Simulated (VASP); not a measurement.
# ScGaTeSe2 (P4/mmm) in VASP: further runs, part 2 of 2

VASP 6.6.1. Earlier steps stand in the parts before.

## Step 3: Single point, PBE

This run uses another cell than the first one, of 30.53 Å³/atom.

INCAR reads:

```
ALGO = Normal ; EDIFF = 1E-7
ENCUT = 520 ; GGA = PE
ISIF = 2 ; ISMEAR = 0
LASPH = T ; LCHARG = F
LREAL = F ; LWAVE = F
NBANDS = 29 ; NELM = 80
PREC = Accurate ; SIGMA = 0.1
```

KPOINTS reads:

```
k-points
0
Gamma
  4 4 4
```

POSCAR reads:

```
ScGaTeSe2
1.0
    5.4589453746      0.0000000000      0.0000000000
    0.0000000000      5.4589453746      0.0000000000
    0.0000000000      0.0000000000      5.1222514473
Sc Ga Te Se
1 1 1 2
Direct
    0.0000000000      0.0000000000      0.0000000000
    0.5000000000      0.5000000000      0.0000000000
    0.5000000000      0.5000000000      0.5000000000
    0.5000000000      0.0000000000      0.5000000000
    0.0000000000      0.5000000000      0.5000000000
```

Potentials or basis: VASP PAW PBE potentials, release 64 (Sc_sv, Ga_d, Te, Se).

Started as:

```sh
> cat potpaw_PBE.64/Sc_sv/POTCAR potpaw_PBE.64/Ga_d/POTCAR potpaw_PBE.64/Te/POTCAR potpaw_PBE.64/Se/POTCAR > POTCAR
> mpirun -np 1 vasp_std > vasp.out
```

OUTCAR:

```text
EDIFF = 1E-7
   ENCUT = 520
   GGA = PE
   ISIF = 2
   ISMEAR = 0
   LASPH = T
   LREAL = F
   NELM = 80
   PREC = Accurate

 ion  position               nearest neighbor table
   1  0.000  0.000  0.000-
   2  0.500  0.500  0.000-   3 2.56   3 2.56
   3  0.500  0.500  0.500-   2 2.56   2 2.56   5 2.73   4 2.73   4 2.73   5 2.73
   4  0.500  0.000  0.500-   3 2.73   3 2.73
   5  0.000  0.500  0.500-   3 2.73   3 2.73

  LATTYP: Found a simple tetragonal cell.
 ALAT       =     5.4589453746
 C/A-ratio  =     0.9383225322

  Lattice vectors:

 A1 = (   5.4589453746,   0.0000000000,   0.0000000000)
 A2 = (   0.0000000000,   5.4589453746,   0.0000000000)
 A3 = (   0.0000000000,   0.0000000000,   5.1222514473)

Analysis of symmetry for initial positions (statically):
=====================================================================
 Subroutine PRICEL returns:
 Original cell was already a primitive cell.

 Routine SETGRP: Setting up the symmetry group for a
 simple tetragonal supercell.

 Subroutine GETGRP returns: Found 16 space group operations
 (whereof 16 operations were pure point group operations)
 out of a pool of 16 trial point group operations.

The static configuration has the point symmetry D_4h.

Analysis of symmetry for dynamics (positions and initial velocities):
=====================================================================
 Subroutine PRICEL returns:
 Original cell was already a primitive cell.

 Routine SETGRP: Setting up the symmetry group for a
 simple tetragonal supercell.

 Subroutine GETGRP returns: Found 16 space group operations
 (whereof 16 operations were pure point group operations)
 out of a pool of 16 trial point group operations.

The dynamic configuration has the point symmetry D_4h.

 Subroutine INISYM returns: Found 16 space group operations
 (whereof 16 operations are pure point group operations),
 and found     1 'primitive' translations

----------------------------------------------------------------------------------------

                                     Primitive cell

  volume of cell :     152.6435

  direct lattice vectors                    reciprocal lattice vectors
     5.458945375  0.000000000  0.000000000     0.183185566  0.000000000  0.000000000
     0.000000000  5.458945375  0.000000000     0.000000000  0.183185566  0.000000000
     0.000000000  0.000000000  5.122251447     0.000000000  0.000000000  0.195226652

  length of vectors
     5.458945375  5.458945375  5.122251447     0.183185566  0.183185566  0.195226652

  position of ions in fractional coordinates (direct lattice)
     0.000000000  0.000000000  0.000000000
     0.500000000  0.500000000  0.000000000
     0.500000000  0.500000000  0.500000000
     0.500000000  0.000000000  0.500000000
     0.000000000  0.500000000  0.500000000

  ion indices of the primitive-cell ions
   primitive index   ion index
                 1           1
                 2           2
                 3           3
                 4           4
                 5           5

----------------------------------------------------------------------------------------

 KPOINTS: k-points

Automatic generation of k-mesh.
 Grid dimensions read from file:
 generate k-points for:    4    4    4

 Generating k-lattice:

  Cartesian coordinates                     Fractional coordinates (reciprocal lattice)
     0.045796392  0.000000000  0.000000000     0.250000000  0.000000000  0.000000000
     0.000000000  0.045796392  0.000000000     0.000000000  0.250000000  0.000000000
     0.000000000  0.000000000  0.048806663     0.000000000  0.000000000  0.250000000

  Length of vectors
     0.045796392  0.045796392  0.048806663

  Shift w.r.t. Gamma in fractional coordinates (k-lattice)
     0.000000000  0.000000000  0.000000000

 Subroutine IBZKPT returns following result:
 ===========================================

 Found     18 irreducible k-points:

 Following reciprocal coordinates:
            Coordinates               Weight
  0.000000  0.000000  0.000000      1.000000
  0.250000  0.000000  0.000000      4.000000
  0.500000  0.000000  0.000000      2.000000
  0.250000  0.250000  0.000000      4.000000
  0.500000  0.250000  0.000000      4.000000
  0.500000  0.500000  0.000000      1.000000
[... 10 lines left out ...]
  0.500000  0.250000  0.500000      4.000000
  0.500000  0.500000  0.500000      1.000000
   k-points           NKPTS =     18   k-points in BZ     NKDIM =     18   number of bands    NBANDS=     29
   number of dos      NEDOS =    301   number of ions     NIONS =      5
   total plane-waves  NPLWV =  70560
   dimension x,y,z NGX =    42 NGY =   42 NGZ =   40
   dimension x,y,z NGXF=    84 NGYF=   84 NGZF=   80
   ions per type =               1   1   1   2
   NGX,Y,Z   is equivalent  to a cutoff of  12.79, 12.79, 12.98 a.u.
   NGXF,Y,Z  is equivalent  to a cutoff of  25.58, 25.58, 25.96 a.u.
 SYSTEM =  unknown system
   PREC   = accura    normal or accurate (medium, high low for compatibility)
   ISTART =      0    job   : 0-new  1-cont  2-samecut
   ICHARG =      2    charge: 1-file 2-atom 10-const
   ISPIN  =      1    spin polarized calculation?
   LNONCOLLINEAR =      F non collinear calculations
   LSORBIT =      F    spin-orbit coupling
   LASPH  =      T    aspherical Exc in radial PAW
   ENCUT  =  520.0 eV  38.22 Ry    6.18 a.u.  10.15 10.15  9.52*2*pi/ulx,y,z
   NELM   =     80;   NELMIN=  2; NELMDL= -5     # of ELM steps
   EDIFF  = 0.1E-06   stopping-criterion for ELM
   LREAL  =      F    real-space projection
   EDIFFG = 0.1E-05   stopping-criterion for IOM
   NSW    =      0    number of steps for IOM
   IBRION =     -1    ionic relax: 0-MD 1-quasi-New 2-CG
   NFREE  =      0    steps in history (QN), initial steepest desc. (CG)
   ISIF   =      2    stress and relaxation
   ISYM   =      2    0-nonsym 1-usesym 2-fastsym
   POTIM  = 0.5000    time-step for ionic-motion
   TEBEG  =    0.0;   TEEND  =   0.0 temperature during run
   PSTRESS=    0.0 pullay stress
   NELECT =      42.0000    total number of electrons
   NUPDOWN=      -1.0000    fix difference up-down
   EMIN   =  10.00;   EMAX   =-10.00  energy-range for DOS
   EFERMI =   0.00;   METHOD = LEGACY
   ISMEAR =     0;   SIGMA  =   0.10  broadening in eV -4-tet -1-fermi 0-gaus
   EFERMI_NEDOS =   21; number of points for ismear=-14 and -15
   IALGO  =     38    algorithm
   IMIX   =      4    mixing-type and parameters
     AMIX     =   0.40;   BMIX     =  1.00
     AMIX_MAG =   1.60;   BMIX_MAG =  1.00
  volume/ion in A,a.u.               =      30.53       206.02
  Fermi-wavevector in a.u.,A,eV,Ry     =   1.064793  2.012167 15.426066  1.133784
  Thomas-Fermi vector in A             =   2.200323
   LORBIT       =      0    0 simple, 1 ext, 2 COOP (PROOUT), +10 PAW based schemes
   GGA     = PE    functional components
   LHFCALC =     F    Hartree Fock is set to
   AEXX    =    0.0000 exact exchange contribution
   IVDW    =     0    specifies the selected vdW correction
   LEPSILON=     F    determine dielectric tensor
   LRPA    =     F    only Hartree local field effects (RPA)
 non-spin polarized calculation
 Gauss-broadening in eV      SIGMA  =   0.10
  energy-cutoff  :      520.00
  volume of cell :      152.64
 maximum number of plane-waves:      4136
 NGX is ok and might be reduce to    42
   NGX = 21   NGY = 21   NGZ = 19

 number of electron      41.9999989 magnetization

 Free energy of the ion-electron system (eV)
  ---------------------------------------------------
  ext. energy  EPLUGINS =         0.00000000
  ---------------------------------------------------
  free energy    TOTEN  =       -17.71678659 eV

  energy without entropy =      -17.68685243  energy(sigma->0) =      -17.70181951

 E-fermi :   3.6423     XC(G=0):  -8.7820

 val. band max:        3.6407160669   @ k =   0.5000   0.5000   0.5000
 cond. band min:       3.6466257022   @ k =   0.2500   0.2500   0.5000
 fundamental gap:      0.0059096354
 Fermi energy:         3.6423170591

 k-point     1 :       0.0000    0.0000    0.0000
  band No.  band energies     occupation
      1     -47.9733      2.00000
      2     -26.7011      2.00000
      3     -26.4726      2.00000
      4     -26.4726      2.00000
      5     -11.9123      2.00000
      6     -11.6297      2.00000
[... 565 lines left out ...]
     28       5.6885      0.00000
     29       5.6885      0.00000

------------------------ aborting loop because EDIFF is reached ----------------------------------------

  FORCE on cell =-STRESS in cart. coord.  units (eV):
  Direction    XX          YY          ZZ          XY          YZ          ZX
  --------------------------------------------------------------------------------------
  -------------------------------------------------------------------------------------
  Total        0.0816078      0.0816078     -0.0172713      0.0000000      0.0000000      0.0000000
  in kB        0.8565722      0.8565722     -0.1812830      0.0000000      0.0000000      0.0000000
  external PRESSURE =       0.5106204 kB  Pullay stress =       0.0000000 kB

 VOLUME and BASIS-vectors are now :
 -----------------------------------------------------------------------------
  energy-cutoff  :      520.00
  volume of cell :      152.64
      direct lattice vectors                 reciprocal lattice vectors
     5.458945375  0.000000000  0.000000000     0.183185566  0.000000000  0.000000000
     0.000000000  5.458945375  0.000000000     0.000000000  0.183185566  0.000000000
     0.000000000  0.000000000  5.122251447     0.000000000  0.000000000  0.195226652

 POSITION                                       TOTAL-FORCE (eV/Angst)
 -----------------------------------------------------------------------------------
      0.00000      0.00000      0.00000         0.000000      0.000000      0.000000
      2.72947      2.72947      0.00000         0.000000      0.000000      0.000000
      2.72947      2.72947      2.56113         0.000000      0.000000      0.000000
      2.72947      0.00000      2.56113         0.000000      0.000000      0.000000
      0.00000      2.72947      2.56113         0.000000      0.000000      0.000000
 -----------------------------------------------------------------------------------
    total drift:                                0.000000     -0.000000     -0.000000

  FREE ENERGIE OF THE ION-ELECTRON SYSTEM (eV)
  ---------------------------------------------------
  free  energy   TOTEN  =       -17.7167865932 eV

  energy  without entropy=      -17.6868524260  energy(sigma->0) =      -17.70181951
```

It took 4.1 min on 1 thread of Intel Xeon 8259CL, shared host; peak memory 0.31 GiB.

What came out:

| Property | Result |
| --- | --- |
| Free energy | -17.7168 eV |
| Pressure | 0.1 GPa |
| Band gap on the k mesh | zero (bands 21 and 22 overlap by 0.97 eV) |

Caveat: spin-orbit coupling is left out, which moves the levels of the heavy elements.

The gap in the log of VASP goes by the Fermi energy; the results here count the filled bands.